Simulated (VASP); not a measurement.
# Ge (P-1) in VASP: single point with r2SCAN

Aim: the single point of Ge with r2SCAN.

Program: VASP 6.6.1. These are calculated values, not measurements. Logs are shortened: lines on timing, memory, paths and dates and some standing lists are left out, and cuts for length are marked.

## (1) The cell of the first run

The typed cell holds 1 atom: a = 2.989 Å, b = 2.916 Å, c = 2.699 Å, α = 92.34°, β = 89.31°, γ = 123.52°.

## (2) Single point, r2SCAN

POSCAR reads:

```
Ge
1.0
    1.4361567400     -2.6214732350      0.0180505050
    1.3581412600      2.5795587650     -0.0599649750
   -0.0404734650     -0.0404734650      2.6982310000
Ge
1
Direct
    0.5000000000      0.5000000000      0.0000000000
```

INCAR.step1 reads:

```
  PREC = Accurate
  ENCUT = 550
  ISMEAR = -1
  SIGMA = 0.1
  LREAL = F
  LASPH = T
  NELM = 120
  NBANDS = 13
  GGA = PE
  ALGO = Normal
  EDIFF = 1E-5
  LWAVE = T
  LCHARG = F
  GGA_COMPAT = F
```

INCAR.step2 reads:

```
  PREC = Accurate
  ENCUT = 550
  EDIFF = 1E-6
  ISMEAR = -1
  SIGMA = 0.1
  LREAL = F
  LASPH = T
  NELM = 120
  ALGO = Normal
  ISIF = 2
  LWAVE = F
  LCHARG = F
  METAGGA = R2SCAN
  LMIXTAU = T
  NBANDS = 13
  ISTART = 1
  GGA_COMPAT = F
```

KPOINTS reads:

```
Automatic mesh
0
Gamma
  14 14 13
```

Potentials or basis: VASP PAW PBE potentials, release 64 (Ge_d).

On the command line:

```console
> cat potpaw_PBE.64/Ge_d/POTCAR > POTCAR
> cp INCAR.step1 INCAR
> mpirun -np 1 vasp_std > vasp.out
> cp INCAR.step2 INCAR
> mpirun -np 1 vasp_std > vasp.out
```

OUTCAR:

```text
PREC = Accurate
   ENCUT = 550
   EDIFF = 1E-6
   ISMEAR = -1
   LREAL = F
   LASPH = T
   NELM = 120
   ISIF = 2
   METAGGA = R2SCAN
   ISTART = 1

 ion  position               nearest neighbor table
   1  0.500  0.500  0.000-

  LATTYP: Found a triclinic cell.
 ALAT       =     2.9158646921
 B/A-ratio  =     0.9585241229
 C/A-ratio  =     0.9255703946
 COS(alpha) =     0.0297616073
 COS(beta)  =     0.0408124914
 COS(gamma) =     0.4527131793

  Lattice vectors:

 A1 = (   1.3581412600,   2.5795587650,  -0.0599649750)
 A2 = (   2.7942980000,  -0.0419144700,  -0.0419144700)
 A3 = (   0.0404734650,   0.0404734650,  -2.6982310000)

Analysis of symmetry for initial positions (statically):
=====================================================================
 Subroutine PRICEL returns:
 Original cell was already a primitive cell.

 Routine SETGRP: Setting up the symmetry group for a
 triclinic supercell.

 Subroutine GETGRP returns: Found  2 space group operations
 (whereof  2 operations were pure point group operations)
 out of a pool of  2 trial point group operations.

The static configuration has the point symmetry S_2 .

Analysis of symmetry for dynamics (positions and initial velocities):
=====================================================================
 Subroutine PRICEL returns:
 Original cell was already a primitive cell.

 Routine SETGRP: Setting up the symmetry group for a
 triclinic supercell.

 Subroutine GETGRP returns: Found  2 space group operations
 (whereof  2 operations were pure point group operations)
 out of a pool of  2 trial point group operations.

The dynamic configuration has the point symmetry S_2 .

 Subroutine INISYM returns: Found  2 space group operations
 (whereof  2 operations are pure point group operations),
 and found     1 'primitive' translations

----------------------------------------------------------------------------------------

                                     Primitive cell

  volume of cell :      19.5936

  direct lattice vectors                    reciprocal lattice vectors
     1.436156740 -2.621473235  0.018050505     0.355105906 -0.186905100  0.002523012
     1.358141260  2.579558765 -0.059964975     0.360964507  0.197809726  0.008381613
    -0.040473465 -0.040473465  2.698231000     0.005646435  0.005646435  0.370782584

  length of vectors
[... 84 lines left out ...]
   IBRION =     -1    ionic relax: 0-MD 1-quasi-New 2-CG
   NFREE  =      0    steps in history (QN), initial steepest desc. (CG)
   ISIF   =      2    stress and relaxation
   ISYM   =      2    0-nonsym 1-usesym 2-fastsym
   POTIM  = 0.5000    time-step for ionic-motion
   TEBEG  =    0.0;   TEEND  =   0.0 temperature during run
   PSTRESS=    0.0 pullay stress
   NELECT =      14.0000    total number of electrons
   NUPDOWN=      -1.0000    fix difference up-down
   EMIN   =  10.00;   EMAX   =-10.00  energy-range for DOS
   EFERMI =   0.00;   METHOD = LEGACY
   ISMEAR =    -1;   SIGMA  =   0.10  broadening in eV -4-tet -1-fermi 0-gaus
   EFERMI_NEDOS =   21; number of points for ismear=-14 and -15
   IALGO  =     38    algorithm
   IMIX   =      4    mixing-type and parameters
     AMIX     =   0.40;   BMIX     =  1.00
     AMIX_MAG =   1.60;   BMIX_MAG =  1.00
  volume/ion in A,a.u.               =      19.59       132.22
  Fermi-wavevector in a.u.,A,eV,Ry     =   1.463566  2.765740 29.144043  2.142027
  Thomas-Fermi vector in A             =   2.579646
   LORBIT       =      0    0 simple, 1 ext, 2 COOP (PROOUT), +10 PAW based schemes
   METAGGA = R2SCAN    functional components
   LHFCALC =     F    Hartree Fock is set to
   AEXX    =    0.0000 exact exchange contribution
   IVDW    =     0    specifies the selected vdW correction
   LEPSILON=     F    determine dielectric tensor
   LRPA    =     F    only Hartree local field effects (RPA)
 non-spin polarized calculation
  energy-cutoff  :      550.00
  volume of cell :       19.59
 maximum number of plane-waves:       588
   NGX = 11   NGY = 11   NGZ = 11

 number of electron      13.9999999 magnetization

 Free energy of the ion-electron system (eV)
  ---------------------------------------------------
  ext. energy  EPLUGINS =         0.00000000
  ---------------------------------------------------
  free energy    TOTEN  =       -13.47628897 eV

  energy without entropy =      -13.46262376  energy(sigma->0) =      -13.46945637

 E-fermi :   6.1439     XC(G=0): -12.0795

 val. band max:        6.1394245802   @ k =  -0.2143   0.5000   0.2308
 cond. band min:       6.1487259423   @ k =  -0.3571   0.1429   0.0000
 fundamental gap:      0.0093013621
 Fermi energy:         6.1439496400

 k-point     1 :       0.0000    0.0000    0.0000
  band No.  band energies     occupation
      1     -19.3794      2.00000
      2     -19.3147      2.00000
      3     -19.2568      2.00000
      4     -19.1504      2.00000
      5     -19.1301      2.00000
      6      -7.3951      2.00000
      7      13.0983      0.00000
      8      13.6360      0.00000
      9      15.2000      0.00000
     10      16.7008      0.00000
     11      19.3711      0.00000
     12      21.5476      0.00000
     13      22.6510      0.00000
[... 354 lines left out ...]
  band No.  band energies     occupation
      1     -19.3570      2.00000
      2     -19.2729      2.00000
      3     -19.2614      2.00000
      4     -19.1539      2.00000
      5     -19.1503      2.00000
      6      -6.4390      2.00000
      7       9.7684      0.00000
      8      11.6992      0.00000
      9      14.0166      0.00000
     10      16.9708      0.00000
     11      18.4886      0.00000
     12      21.2207      0.00000
     13      27.6470      0.00000

 [... further k-points ...]

------------------------ aborting loop because EDIFF is reached ----------------------------------------

  FORCE on cell =-STRESS in cart. coord.  units (eV):
  Direction    XX          YY          ZZ          XY          YZ          ZX
  --------------------------------------------------------------------------------------
  -------------------------------------------------------------------------------------
  Total       -0.2127997     -0.3940312     -0.5454101     -0.0145476      0.1891386      0.2138044
  in kB      -17.4006857    -32.2200314    -44.5983241     -1.1895591     15.4659147     17.4828426
  external PRESSURE =     -31.4063471 kB  Pullay stress =       0.0000000 kB

 VOLUME and BASIS-vectors are now :
 -----------------------------------------------------------------------------
  energy-cutoff  :      550.00
  volume of cell :       19.59
      direct lattice vectors                 reciprocal lattice vectors
     1.436156740 -2.621473235  0.018050505     0.355105906 -0.186905100  0.002523012
     1.358141260  2.579558765 -0.059964975     0.360964507  0.197809726  0.008381613
    -0.040473465 -0.040473465  2.698231000     0.005646435  0.005646435  0.370782584

 POSITION                                       TOTAL-FORCE (eV/Angst)
 -----------------------------------------------------------------------------------
      1.39715     -0.02096     -0.02096        -0.000000     -0.000000     -0.000000
 -----------------------------------------------------------------------------------
    total drift:                               -0.000000     -0.000000     -0.000000

  FREE ENERGIE OF THE ION-ELECTRON SYSTEM (eV)
  ---------------------------------------------------
  free  energy   TOTEN  =       -13.4762889708 eV

  energy  without entropy=      -13.4626237643  energy(sigma->0) =      -13.46945637
```

OSZICAR.step1:

```text
N       E                     dE             d eps       ncg     rms          rms(c)
DAV:   1     0.641509830915E+02    0.64151E+02   -0.73654E+03 35763   0.305E+03
DAV:   2     0.149627615690E+01   -0.62655E+02   -0.59741E+02 35296   0.419E+02
DAV:   3    -0.419575217776E+01   -0.56920E+01   -0.56612E+01 38019   0.729E+01
DAV:   4    -0.427761296169E+01   -0.81861E-01   -0.81849E-01 38096   0.950E+00
DAV:   5    -0.427845470584E+01   -0.84174E-03   -0.84174E-03 38961   0.107E+00    0.130E+00
DAV:   6    -0.427217465103E+01    0.62801E-02   -0.66563E-03 41853   0.185E+00    0.741E-01
DAV:   7    -0.426997646888E+01    0.21982E-02   -0.51515E-03 44202   0.139E+00    0.728E-02
DAV:   8    -0.426991377921E+01    0.62690E-04   -0.64697E-04 40056   0.576E-01    0.268E-02
DAV:   9    -0.426991517301E+01   -0.13938E-05   -0.13887E-05 31197   0.702E-02
   1 F= -.42699152E+01 E0= -.42625827E+01  d E =-.146649E-01
```

Run time: 9.7 min. Hardware: 1 thread of AMD EPYC 9R45 (Zen 5), shared host; peak memory 0.38 GiB.

Results:

```yaml
Free_energy: -13.4763 eV
Pressure: -3.1 GPa
Band_gap_on_the_k_mesh: zero (bands 7 and 8 overlap by 9.82 eV)
```

Stress tensor (GPa, compression positive):
```
-1.74 -0.12  1.75
-0.12 -3.22  1.55
 1.75  1.55 -4.46
```

Caveat: the cell stands under tension; the PAW data sets were made with another functional, which shifts forces and pressure a little.
